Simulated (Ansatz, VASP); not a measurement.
**Two plane-wave programs on Be4ZnSe**

```
CELL_PARAMETERS angstrom
-2.13495 3.04039 3.30896
2.13495 -3.04039 3.30896
2.13495 3.04039 -3.30896
ATOMIC_POSITIONS crystal
Be 0.15621 0.65621 0.50000
Be 0.84379 0.34379 0.50000
Be 0.66953 0.50000 0.16953
Be 0.33047 0.50000 0.83047
Zn 0.50000 0.00000 0.50000
Se 0.00000 0.00000 0.00000
```

Alike in both runs: functional PBE; k mesh 5 × 5 × 5; occupations gaussian, width 0.2 eV; no spin polarisation.

Ansatz relaxed the structure, and its values are those at the end. VASP's run is a single point on that final structure, the one shown.

```csv
,VASP,Ansatz
version,VASP 6.6.1,Ansatz 0.2.0
potentials or method,"VASP PAW PBE potentials, release 64 (Be, Zn, Se), cutoff 600 eV","scalar-relativistic, plane waves, PAW"
valence electrons in the cell,26,36
```

|  | VASP | Ansatz | Ansatz less VASP |
| --- | --- | --- | --- |
| gap on the k mesh at the Fermi level (eV) | none | none | - |
| pressure (GPa) | 0.2 | 0.0 | -0.13 |
| rms of the force components (eV/Å) | 0.007 | 0.003 | -0.0040 |

A gap of «none» marks a metal or a gap that the smearing closes. VASP's potentials hold 26 valence electrons a cell and Ansatz's 36, so a difference there can come from the potentials and not from the codes.
